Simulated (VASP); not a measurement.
Runs of VASP 6.6.1 on Li2ZnO2. The structure is that of space group P-3m1 (No. 164), or close to it. The cells are those of the table. 

| task | level | spin | cell | k mesh | cutoff (eV) | smearing | k mesh for the DOS | occupations for the DOS | gap on the mesh (eV) | largest force (eV/Å) |
| --- | --- | --- | --- | --- | --- | --- | --- | --- | --- | --- |
| single point | PBE | off | a = 3.160, b = 3.160, c = 5.178 Å, angles 90.0, 90.0, 120.0°, 5 atoms | 12 × 12 × 6 | 520 | gaussian 0.02 eV | - | - | 2.93 | 0.02 |
| single point | PBE | off | a = 3.160, b = 3.160, c = 5.183 Å, angles 90.0, 90.0, 120.0°, 5 atoms | 6 × 6 × 4 | 520 | gaussian 0.1 eV | - | - | 2.92 | (b) |
| relaxation of cell and atoms | PBE | off | relaxed from a = 3.249, b = 3.249, c = 5.715 Å, angles 90.0, 90.0, 120.0°, 5 atoms | 6 × 6 × 4 | 600 | gaussian 0.1 eV | - | - | 2.93 | 0.01 |
| single point | PBE | collinear, ferromagnetic start | a = 3.249, b = 3.249, c = 5.715 Å, angles 90.0, 90.0, 120.0°, 5 atoms | 6 × 6 × 4 | 520 | gaussian 0.1 eV | - | - | none | 3.91 |
| single point | r2SCAN | off | a = 3.160, b = 3.160, c = 5.178 Å, angles 90.0, 90.0, 120.0°, 5 atoms | 12 × 12 × 6 | 520 | gaussian 0.02 eV | - | - | (a) | 0.15 |
| single point | PBE | off | a = 3.249, b = 3.249, c = 5.715 Å, angles 90.0, 90.0, 120.0°, 5 atoms | 6 × 6 × 4 | 520 | gaussian 0.1 eV | - | - | none | 3.95 |

Alike in all rows: potentials or basis VASP PAW PBE potentials, release 64 (Li_sv, Zn, O).

Task: Fill in the values left out.

Result: (a) 3.58; (b) 0.03.

Caveats: some runs use coarse meshes; forces of over 1 eV/Å act on the atoms, so gaps and moduli don't describe the material at rest (some runs); the PAW data sets were made with another functional, which shifts forces and pressure a little (some runs).

A k mesh can miss the band edges.

A gap of «none» marks levels without a gap at the run's occupations.
